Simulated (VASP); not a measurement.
C, 2 atoms in the cell. Symmetry: I4_1/amd, No. 141, tetragonal system. The conventional cell has a = 2.472 Å, b = 2.472 Å, c = 3.567 Å, α = 90.00°, β = 90.00°, γ = 90.00°. C (site symmetry -4m2) has 4 C at 1.52 Å within 2.0 Å.  This cell differs from its parent crystal: equal xx and yy strain of -2 %.

| Item | Value |
| --- | --- |
| Program | VASP 6.6.1 |
| Task | electric field gradients |
| Functional | LDA |
| Potentials or basis | VASP PAW LDA potentials, release 64 (C) |
| Cutoff | 520 eV |
| k mesh | 16 × 16 × 16 |
| Occupations | fermi-dirac, width 0.03 eV |
| Spin | no spin polarisation |
| Dipole correction | no |
| Further INCAR settings | ALGO = Normal; EDIFF = 1e-08; NBANDS = 11 |

Potentials or basis: VASP PAW LDA potentials, release 64 (C).

The run is started by

```console
$ cat potpaw_LDA.64/C/POTCAR > POTCAR
$ mpirun -np 1 vasp_std > vasp.out
```

Hardware: 1 thread of Intel Xeon 8259CL (shared host).

Problem. Estimate the wall time of this run.

Solution. Run time: 59 s on 1 thread of Intel Xeon 8259CL, with other jobs on the host, peak memory 0.14 GiB. Counts: scf iterations 12, k points 349.
